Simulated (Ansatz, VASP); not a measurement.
**WSe2 in VASP and in Ansatz**

```xyz
3
Lattice="3.2850 0.0000 0.0000 -1.6425 2.8449 0.0000 0.0000 0.0000 32.7374" Properties=species:S:1:pos:R:3 pbc="T T T"
Se    0.0000    1.8966   14.7717
Se    0.0000    1.8966   17.9657
W     1.6425    0.9483   16.3687
```

Alike in both runs: task single point; functional PBE; dispersion D3(BJ); k mesh 9 × 9 × 1; occupations gaussian, width 0.02 eV; no spin polarisation.

|  | VASP | Ansatz |
| --- | --- | --- |
| version | VASP 6.6.1 | Ansatz 0.2.0 |
| potentials or method | VASP PAW PBE potentials, release 64 (Se, W_sv), cutoff 520 eV | scalar-relativistic, plane waves, PAW |
| valence electrons in the cell | 26 | 46 |

Ansatz gave:

- gap on the k mesh at the Fermi level (eV): 1.48
- least direct gap on the mesh (eV): 1.48
- rms of the force components (eV/Å): 0.807

Question: Estimate VASP's values.

Answer: gap on the k mesh at the Fermi level (eV): 1.47; least direct gap on the mesh (eV): 1.47; rms of the force components (eV/Å): 0.837.

VASP's potentials hold 26 valence electrons a cell and Ansatz's 46, so a difference there can come from the potentials and not from the codes.

Neither program's run includes spin-orbit coupling.
